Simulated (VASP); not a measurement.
# Mn3Sn (Fm-3m) in VASP: further runs, part 2 of 2

VASP 6.6.1. Earlier steps stand in the parts before.

## Step 3: Single point, PBEsol, collinear spin, ferromagnetic start

Input file POSCAR:

```
Mn3Sn
1.0
    0.0000000000      3.0604960000      3.0604960000
    3.0604960000      0.0000000000      3.0604960000
    3.0604960000      3.0604960000      0.0000000000
Sn Mn
1 3
Direct
    0.0000000000      0.0000000000      0.0000000000
    0.5000000000      0.5000000000      0.5000000000
    0.2500000000      0.2500000000      0.2500000000
    0.7500000000      0.7500000000      0.7500000000
```

Input file INCAR.step1:

```
GGA = PS ; ISPIN = 2
MAGMOM = 0 4 4 4 ; LORBIT = 11
ISMEAR = 1 ; SIGMA = 0.1
LWAVE = False ; LCHARG = True
NBANDS = 52 ; PREC = Accurate
LASPH = True ; LREAL = False
ALGO = Normal ; EDIFF = 1E-6
NELM = 200 ; GGA_COMPAT = False
ENCUT = 540 ; LMAXMIX = 4
KPAR = 8
```

Input file KPOINTS.step1:

```
k-points
0
Gamma
  9 9 9
```

Input file INCAR.step2:

```
GGA = PS ; ISPIN = 2
MAGMOM = 0 4 4 4 ; LORBIT = 11
ISMEAR = -5 ; LWAVE = False
LCHARG = False ; NBANDS = 52
PREC = Accurate ; LASPH = True
LREAL = False ; ALGO = Normal
EDIFF = 1E-6 ; NELM = 200
GGA_COMPAT = False ; ENCUT = 540
LMAXMIX = 4 ; NEDOS = 4001
EMIN = -7.2208 ; EMAX = 17.7792
ICHARG = 11 ; KPAR = 8
```

Input file KPOINTS.step2:

```
Automatic mesh
0
Gamma
  18 18 18
  0 0 0
```

Potentials or basis: VASP PAW PBE potentials, release 64 (Sn_d, Mn_pv).

Launch:

```
cat potpaw_PBE.64/Sn_d/POTCAR potpaw_PBE.64/Mn_pv/POTCAR > POTCAR
cp INCAR.step1 INCAR
cp KPOINTS.step1 KPOINTS
mpirun -np 8 vasp_std > vasp.out
cp INCAR.step2 INCAR
cp KPOINTS.step2 KPOINTS
mpirun -np 8 vasp_std > vasp.out
```

OUTCAR:

```text
GGA = PS
   ISPIN = 2
   LORBIT = 11
   ISMEAR = -5
   PREC = Accurate
   LASPH = True
   LREAL = False
   EDIFF = 1E-6
   NELM = 200
   ENCUT = 540
   EMIN = -7.2208
   ICHARG = 11

 ion  position               nearest neighbor table
   1  0.000  0.000  0.000-   4 2.65   4 2.65   4 2.65   3 2.65   3 2.65   3 2.65   4 2.65   3 2.65
                             2 3.06   2 3.06   2 3.06   2 3.06   2 3.06   2 3.06
   2  0.500  0.500  0.500-   3 2.65   3 2.65   3 2.65   4 2.65   4 2.65   4 2.65   4 2.65   3 2.65
                             1 3.06   1 3.06   1 3.06   1 3.06   1 3.06   1 3.06
   3  0.250  0.250  0.250-   1 2.65   1 2.65   1 2.65   2 2.65   2 2.65   2 2.65   2 2.65   1 2.65
                             4 3.06   4 3.06   4 3.06   4 3.06   4 3.06   4 3.06
   4  0.750  0.750  0.750-   2 2.65   2 2.65   2 2.65   1 2.65   1 2.65   1 2.65   2 2.65   1 2.65
                             3 3.06   3 3.06   3 3.06   3 3.06   3 3.06   3 3.06

  LATTYP: Found a face centered cubic cell.
 ALAT       =     6.1209920000

  Lattice vectors:

 A1 = (   0.0000000000,   3.0604960000,   3.0604960000)
 A2 = (   3.0604960000,   0.0000000000,   3.0604960000)
 A3 = (   3.0604960000,   3.0604960000,   0.0000000000)

Analysis of symmetry for initial positions (statically):
=====================================================================
 Subroutine PRICEL returns:
 Original cell was already a primitive cell.

 Routine SETGRP: Setting up the symmetry group for a
 face centered cubic supercell.

 Subroutine GETGRP returns: Found 48 space group operations
 (whereof 48 operations were pure point group operations)
 out of a pool of 48 trial point group operations.

The static configuration has the point symmetry O_h .

Analysis of symmetry for dynamics (positions and initial velocities):
=====================================================================
 Subroutine PRICEL returns:
 Original cell was already a primitive cell.

 Routine SETGRP: Setting up the symmetry group for a
 face centered cubic supercell.

 Subroutine GETGRP returns: Found 48 space group operations
 (whereof 48 operations were pure point group operations)
 out of a pool of 48 trial point group operations.

The dynamic configuration has the point symmetry O_h .

Analysis of structural, dynamic, and magnetic symmetry:
=====================================================================
 Subroutine PRICEL returns:
 Original cell was already a primitive cell.

 Routine SETGRP: Setting up the symmetry group for a
 face centered cubic supercell.

 Subroutine GETGRP returns: Found 48 space group operations
 (whereof 48 operations were pure point group operations)
 out of a pool of 48 trial point group operations.

The overall configuration has the point symmetry O_h .

 Subroutine INISYM returns: Found 48 space group operations
 (whereof 48 operations are pure point group operations),
 and found     1 'primitive' translations

----------------------------------------------------------------------------------------

                                     Primitive cell

  volume of cell :      57.3331

  direct lattice vectors                    reciprocal lattice vectors
     0.000000000  3.060496000  3.060496000    -0.163372212  0.163372212  0.163372212
     3.060496000  0.000000000  3.060496000     0.163372212 -0.163372212  0.163372212
     3.060496000  3.060496000  0.000000000     0.163372212  0.163372212 -0.163372212

  length of vectors
     4.328194951  4.328194951  4.328194951     0.282968971  0.282968971  0.282968971

  position of ions in fractional coordinates (direct lattice)
     0.000000000  0.000000000  0.000000000
[... 93 lines left out ...]
   TEBEG  =    0.0;   TEEND  =   0.0 temperature during run

   SCALEE = 1.0000    scale energy and forces
   PSTRESS=    0.0 pullay stress
   NELECT =      53.0000    total number of electrons
   NUPDOWN=      -1.0000    fix difference up-down
   EMIN   =  -7.22;   EMAX   = 17.78  energy-range for DOS
   EFERMI =   0.00;   METHOD = LEGACY
   ISMEAR =    -5;   SIGMA  =   0.20  broadening in eV -4-tet -1-fermi 0-gaus
   EFERMI_NEDOS =   21; number of points for ismear=-14 and -15
   IALGO  =     38    algorithm
   IMIX   =      4    mixing-type and parameters
     AMIX     =   0.40;   BMIX     =  1.00
     AMIX_MAG =   1.60;   BMIX_MAG =  1.00
  volume/ion in A,a.u.               =      14.33        96.73
  Fermi-wavevector in a.u.,A,eV,Ry     =   1.594771  3.013680 34.603619  2.543294
  Thomas-Fermi vector in A             =   2.692793
   LORBIT       =     11    0 simple, 1 ext, 2 COOP (PROOUT), +10 PAW based schemes
   GGA     = PS    functional components
   LHFCALC =     F    Hartree Fock is set to
   AEXX    =    0.0000 exact exchange contribution
   IVDW    =     0    specifies the selected vdW correction
   LEPSILON=     F    determine dielectric tensor
   LRPA    =     F    only Hartree local field effects (RPA)

   CSHIFT  =0.1000    complex shift for real part using Kramers Kronig

   OMEGAMAX=  -1.0    maximum frequency
 spin polarized calculation
 Fermi weights with tetrahedron method with Bloechl corrections
  energy-cutoff  :      540.00
  volume of cell :       57.33
 maximum number of plane-waves:      1660
 NGX is ok and might be reduce to    36

 number of electron      53.0000002 magnetization       7.1522327

 Free energy of the ion-electron system (eV)
  ---------------------------------------------------
  ext. energy  EPLUGINS =         0.00000000
  ---------------------------------------------------
  free energy    TOTEN  =       -32.28392997 eV

  energy without entropy =      -32.28392997  energy(sigma->0) =      -32.28392997

 E-fermi :   9.7824     XC(G=0): -12.8211

 val. band max:        9.7867836168   @ k =  -0.3333   0.3889   0.1111
 cond. band min:       9.7734345758   @ k =  -0.3889   0.3333   0.0556
 fundamental gap:     -0.0133490410
 Fermi energy:         9.7824237789

 spin component 1

 k-point     1 :       0.0000    0.0000    0.0000
  band No.  band energies     occupation
      1     -39.1189      1.00000
      2     -39.1189      1.00000
      3     -39.1189      1.00000
      4     -39.0884      1.00000
      5     -39.0884      1.00000
      6     -39.0884      1.00000
[... 973 lines left out ...]
     37      16.0107      0.00000
     38      17.3046      0.00000

 [... further k-points ...]

 spin component 2

 k-point     1 :       0.0000    0.0000    0.0000
  band No.  band energies     occupation
      1     -36.5328      1.00000
      2     -36.5328      1.00000
      3     -36.5328      1.00000
      4     -36.2421      1.00000
      5     -36.2421      1.00000
      6     -36.2421      1.00000
[... 973 lines left out ...]
     37      16.5618      0.00000
     38      18.2171      0.00000

 [... further k-points ...]

 [bands above 38 left out]

------------------------ aborting loop because EDIFF is reached ----------------------------------------

  FORCE on cell =-STRESS in cart. coord.  units (eV):
  Direction    XX          YY          ZZ          XY          YZ          ZX
  --------------------------------------------------------------------------------------
  -------------------------------------------------------------------------------------
  Total       -2.2451070     -2.2451070     -2.2451070      0.0000000     -0.0000000      0.0000000
  in kB      -62.7396625    -62.7396625    -62.7396625      0.0000000     -0.0000000      0.0000000
  external PRESSURE =     -62.7396625 kB  Pullay stress =       0.0000000 kB

 VOLUME and BASIS-vectors are now :
 -----------------------------------------------------------------------------
  energy-cutoff  :      540.00
  volume of cell :       57.33
      direct lattice vectors                 reciprocal lattice vectors
     0.000000000  3.060496000  3.060496000    -0.163372212  0.163372212  0.163372212
     3.060496000  0.000000000  3.060496000     0.163372212 -0.163372212  0.163372212
     3.060496000  3.060496000  0.000000000     0.163372212  0.163372212 -0.163372212

 POSITION                                       TOTAL-FORCE (eV/Angst)
 -----------------------------------------------------------------------------------
      0.00000      0.00000      0.00000         0.000000     -0.000000     -0.000000
      3.06050      3.06050      3.06050         0.000000     -0.000000     -0.000000
      1.53025      1.53025      1.53025         0.000000      0.000000      0.000000
      4.59074      4.59074      4.59074        -0.000000     -0.000000     -0.000000
 -----------------------------------------------------------------------------------
    total drift:                                0.000000      0.000000      0.000000

  FREE ENERGIE OF THE ION-ELECTRON SYSTEM (eV)
  ---------------------------------------------------
  free  energy   TOTEN  =       -32.2839299729 eV

  energy  without entropy=      -32.2839299729  energy(sigma->0) =      -32.28392997

 total charge

# of ion       s       p       d       tot
------------------------------------------
    1        1.082   1.411  10.088  12.582
    2        0.319   6.236   5.135  11.691
    3        0.303   6.276   5.128  11.707
    4        0.303   6.276   5.128  11.707
--------------------------------------------------
tot          2.007  20.200  25.479  47.686

 magnetization (x)

# of ion       s       p       d       tot
------------------------------------------
    1       -0.017  -0.108   0.015  -0.110
    2       -0.020  -0.001   1.658   1.638
    3        0.015   0.001   2.722   2.737
    4        0.015   0.001   2.722   2.737
--------------------------------------------------
tot         -0.007  -0.108   7.117   7.002
```

Run time: 84 s. Hardware: 8 MPI ranks of AMD EPYC 9R45 (Zen 5), shared host; peak memory 0.83 GiB.

Results:

| Quantity | Value |
| --- | --- |
| Net moment | 7.15 μB per cell |
| Site moments | Sn -0.11; Mn +1.64, +2.74 (each value once) μB |
| Valence electrons inside the program's atomic spheres | Sn 12.58; Mn 11.69, 11.71 (each value once) |
| Density of states at the Fermi level | 0.79 states/eV/atom |

Caveat: the PAW data sets were made with another functional, which shifts forces and pressure a little; spin-orbit coupling is left out, which moves the levels of the heavy elements; tetrahedron occupations give inexact forces and stress in metals.
